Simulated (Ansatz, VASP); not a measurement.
**One calculation of AlFe, two programs**

Contents of INCAR:

```
PREC = Accurate ; ENCUT = 600
EDIFF = 1E-6 ; ISMEAR = 0
SIGMA = 0.05 ; LREAL = F
LASPH = T ; NELM = 200
ALGO = Normal ; ISIF = 2
LWAVE = F ; LCHARG = F
ISPIN = 2 ; MAGMOM = 0 0.79
LORBIT = 11 ; LMAXMIX = 4
GGA = PE ; NBANDS = 16
GGA_COMPAT = F
```

File KPOINTS:

```
Automatic mesh
0
Gamma
  16 16 16
```

Contents of POSCAR:

```
AlFe
1.0
    2.8932793717      0.0000000000      0.0000000000
    0.0000000000      2.8932793717      0.0000000000
    0.0000000000      0.0000000000      2.8932793717
Al Fe
1 1
Direct
    0.0000000000      0.0000000000      0.0000000000
    0.5000000000      0.5000000000      0.5000000000
```

Input for Ansatz:

```yaml
crystal:
  lattice:
    - [2.8932793717, 0.0, 0.0]
    - [0.0, 2.8932793717, 0.0]
    - [0.0, 0.0, 2.8932793717]
  atoms:
    - { symbol: Al, position: [0.0, 0.0, 0.0] }
    - { symbol: Fe, position: [0.5, 0.5, 0.5], spin: 0.79 }
basis:
  ecutwfc: 420
  ecutrho_ratio: 4
kpoints:
  mp_grid: { grid: [16, 16, 16] }
hamiltonian:
  xc: pbe
scf:
  occupations: { method: gaussian, width: 0.05 }
output:
  forces: true
  stress: true
  eigenvalues: true
  populations: true
magnetization:
  spin_polarized: true
```

Alike in both runs: task single point; functional PBE; k mesh 16 × 16 × 16; occupations gaussian, width 0.05 eV; collinear spin.

|  | VASP | Ansatz |
| --- | --- | --- |
| version | VASP 6.6.1 | Ansatz 0.2.0 |
| potentials or method | VASP PAW PBE potentials, release 64 (Al, Fe), cutoff 600 eV | scalar-relativistic, plane waves, PAW |
| valence electrons in the cell | 11 | 19 |

```csv
,VASP,Ansatz,Ansatz less VASP
gap on the k mesh at the Fermi level (eV),none,none,-
pressure (GPa),-3.4,-3.3,+0.06
net moment per atom (μB),0.35,0.35,+0.003
```

A gap of «none» marks a metal or a gap that the smearing closes. With one functional, cell and mesh, what is left measures potentials, basis and numerics. VASP's potentials hold 11 valence electrons a cell and Ansatz's 19, so a difference there can come from the potentials and not from the codes.
